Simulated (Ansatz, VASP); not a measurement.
## PbSe: VASP beside Ansatz

Contents of INCAR:

```
SYSTEM = PbSe
PREC = Accurate ; ENCUT = 520
EDIFF = 1E-6 ; ISMEAR = 0
SIGMA = 0.03 ; LREAL = .FALSE.
LASPH = .TRUE. ; NELM = 60
ALGO = Normal ; ISIF = 2
LWAVE = .FALSE. ; LCHARG = .FALSE.
GGA = PE ; NBANDS = 17
```

File KPOINTS:

```
regular mesh
0
G
  10 10 10
  0 0 0
```

File POSCAR:

```
PbSe
1.0
    0.0000000000      3.0621500000      3.0621500000
    3.0621500000      0.0000000000      3.0621500000
    3.0621500000      3.0621500000      0.0000000000
Pb Se
1 1
Direct
   -0.0141408064     -0.0141408064     -0.0141408064
    0.5000000000      0.5000000000      0.5000000000
```

Input for Ansatz:

```yaml
crystal:
  lattice:
    - [0.0, 3.06215, 3.06215]
    - [3.06215, 0.0, 3.06215]
    - [3.06215, 3.06215, 0.0]
  atoms:
    - { symbol: Pb, position: [-0.0141408064, -0.0141408064, -0.0141408064] }
    - { symbol: Se, position: [0.5, 0.5, 0.5] }
basis:
  ecutwfc: 420
kpoints:
  mp_grid: { grid: [10, 10, 10] }
hamiltonian:
  xc: pbe
scf:
  occupations: { method: gaussian, width: 0.03 }
output:
  forces: true
  stress: true
  eigenvalues: true
```

Change from the starting cell: all Pb atoms moved -0.150 Å, as atom 1 along Cartesian [1 1 1].

Alike in both runs: task single point; functional PBE; k mesh 10 × 10 × 10; occupations gaussian, width 0.03 eV; no spin polarisation.

|  | VASP | Ansatz |
| --- | --- | --- |
| version | VASP 6.6.1 | Ansatz 0.2.0 |
| potentials or method | VASP PAW PBE potentials, release 64 (Pb_d, Se), cutoff 520 eV | scalar-relativistic, plane waves, PAW |
| valence electrons in the cell | 20 | 30 |

|  | VASP | Ansatz | Ansatz less VASP |
| --- | --- | --- | --- |
| gap on the k mesh at the Fermi level (eV) | 0.41 | 0.41 | -0.005 |
| least direct gap on the mesh (eV) | 0.41 | 0.41 | -0.005 |
| pressure (GPa) | 2.7 | 2.7 | +0.02 |
| traceless stress, the component that is largest in VASP (GPa) | 0.06 | 0.06 | +0.001 |
| rms of the force components (eV/Å) | 0.077 | 0.075 | -0.0019 |

Atom by atom the forces differ by 0.002 eV/Å (rms over components). The functional is the same, so the differences come from potentials, cutoffs and numerics. VASP's potentials hold 20 valence electrons a cell and Ansatz's 30, so a difference there can come from the potentials and not from the codes.

Spin-orbit coupling is off throughout.
